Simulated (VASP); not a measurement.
A run of VASP 6.6.1 is set up as follows.

Contents of INCAR:

```
SYSTEM = CsSnI3
PREC = Accurate
ENCUT = 520
EDIFF = 1E-6
ISMEAR = 0
SIGMA = 0.02
LREAL = .False.
LASPH = .True.
NELM = 100
ALGO = Normal
ISIF = 2
LWAVE = .False.
LCHARG = .False.
GGA = PE
NBANDS = 30
```

KPOINTS

```
Automatic mesh
0
Gamma
  6 6 6
  0 0 0
```

POSCAR

```
CsSnI3
1.0
    6.1641737031      0.0000000000      0.0000000000
    0.0000000000      6.1641737031      0.0000000000
    0.0000000000      0.0000000000      6.1641737031
Cs Sn I
1 1 3
Direct
    0.0000000000      0.0000000000      0.0000000000
    0.5000000000      0.5000000000      0.5000000000
    0.0000000000      0.5000000000      0.5000000000
    0.5000000000      0.0000000000      0.5000000000
    0.5000000000      0.5000000000      0.0000000000
```

Potentials or basis: VASP PAW PBE potentials, release 64 (Cs_sv, Sn_d, I).

Launch:

```sh
$ cat potpaw_PBE.64/Cs_sv/POTCAR potpaw_PBE.64/Sn_d/POTCAR potpaw_PBE.64/I/POTCAR > POTCAR
$ mpirun -np 1 vasp_std > vasp.out
```

(1) Predict the band gap on the k mesh.

(2) Predict the pressure.

Answers

(1) 0.22 eV.

(2) 1.0 GPa.

Caveat: semilocal functionals underestimate gaps, and a narrow one can read as zero; spin-orbit coupling is left out, which moves the levels of the heavy elements.
